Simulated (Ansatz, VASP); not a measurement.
# BeCl in VASP and in Ansatz

```
CELL_PARAMETERS angstrom
2.89354 0.00000 0.00000
0.00000 2.89354 0.00000
0.00000 0.00000 7.72557
ATOMIC_POSITIONS crystal
Be 0.00000 0.50000 0.12903
Be 0.50000 0.00000 0.87097
Cl 0.00000 0.50000 0.71069
Cl 0.50000 0.00000 0.28931
```

Alike in both runs: task relaxation of cell and atoms; functional PBEsol; k mesh 14 × 14 × 6; occupations gaussian, width 0.1 eV; no spin polarisation.

```csv
,VASP,Ansatz
version,VASP 6.6.1,Ansatz 0.2.0
potentials or method,"VASP PAW PBE potentials, release 64 (Be, Cl), cutoff 600 eV","scalar-relativistic, plane waves, PAW"
valence electrons in the cell,18,18
```

```csv
,VASP,Ansatz,Ansatz less VASP
"gap on the k mesh at the Fermi level, each at its own relaxed structure (eV)",none,none,-
relaxed volume (Å³/atom),16.16,16.15,-0.010
relaxed cell length with the largest relative difference (Å),7.721,7.718,-0.0030
```

VASP's potentials were made for PBE, not for PBEsol. A gap of «none» marks a metal or a gap that the smearing closes.
